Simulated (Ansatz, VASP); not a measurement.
**Yb: VASP beside Ansatz**

File INCAR:

```
PREC     = Accurate       # precision mode
ENCUT    = 520            # plane-wave cutoff, eV
EDIFF    = 1E-7           # SCF threshold, eV
ISMEAR   = -1             # smearing method
SIGMA    = 0.1            # smearing width, eV
LREAL    = F              # projectors in reciprocal space
LASPH    = T              # aspherical terms in the spheres
NELM     = 150            # most SCF steps
ALGO     = Normal         # electronic algorithm
ISIF     = 2              # what is computed and relaxed
LWAVE    = F              # write WAVECAR
LCHARG   = F              # write CHGCAR
ISPIN    = 2              # spin polarisation
MAGMOM   = 1              # initial moments
LORBIT   = 11             # projections on sites
LMAXMIX  = 6              # l up to which the mixer works
LDAU     = T              # DFT+U
LDAUTYPE = 2            
LDAUL    = 3              # shell
LDAUU    = 5.2            # U, eV
LDAUJ    = 0            
LDAUPRINT= 1            
GGA      = PE             # functional
NBANDS   = 22             # bands
```

File KPOINTS:

```
Automatic mesh
0
Gamma
  10 10 10
```

Contents of POSCAR:

```
Yb
1.0
    0.0000000000      2.7431000000      2.7431000000
    2.7431000000      0.0000000000      2.7431000000
    2.7431000000      2.7431000000      0.0000000000
Yb
1
Direct
    0.0000000000      0.0000000000      0.0000000000
```

Input for Ansatz:

```yaml
crystal:
  lattice:
    - [0.0, 2.7431, 2.7431]
    - [2.7431, 0.0, 2.7431]
    - [2.7431, 2.7431, 0.0]
  atoms:
    - { symbol: Yb, position: [0.0, 0.0, 0.0], spin: 1.0 }
magnetization:
  spin_polarized: true
hamiltonian:
  xc: pbe
  pseudopotentials: { kind: paw }
  hubbard: { sites: [{ species: Yb, l: f, u_eff: 5.2 }] }
basis:
  ecutwfc: 420
kpoints:
  mp_grid: { grid: [10, 10, 10] }
scf:
  occupations: { method: fermi_dirac, width: 0.1 }
  lower_state_search: "off"
output:
  forces: true
  stress: true
  write_density: true
  write_potential: true
  elf: true
  volumetric_format: npy
```

Alike in both runs: task single point; functional PBE; k mesh 10 × 10 × 10; occupations fermi-dirac, width 0.1 eV; collinear spin; Hubbard terms Yb f U = 5.2 eV.

|  | VASP | Ansatz |
| --- | --- | --- |
| version | VASP 6.6.1 | Ansatz 0.2.0 |
| potentials or method | VASP PAW PBE potentials, release 64 (Yb), cutoff 520 eV | PAW, plane waves, scalar-relativistic |
| valence electrons in the cell | 24 | 24 |

VASP gave:

- pressure (GPa): -0.1
- net moment per atom (μB): 0.00

Question: Estimate Ansatz's values.

Answer: Pressure (GPa): -0.4; net moment per atom (μB): 0.00.

The programs project onto different local orbitals, so the same U acts differently, and such runs can settle in different states. Ansatz's warnings: filled band counts differ across k points, seeded moment not kept.

Neither program's run includes spin-orbit coupling.
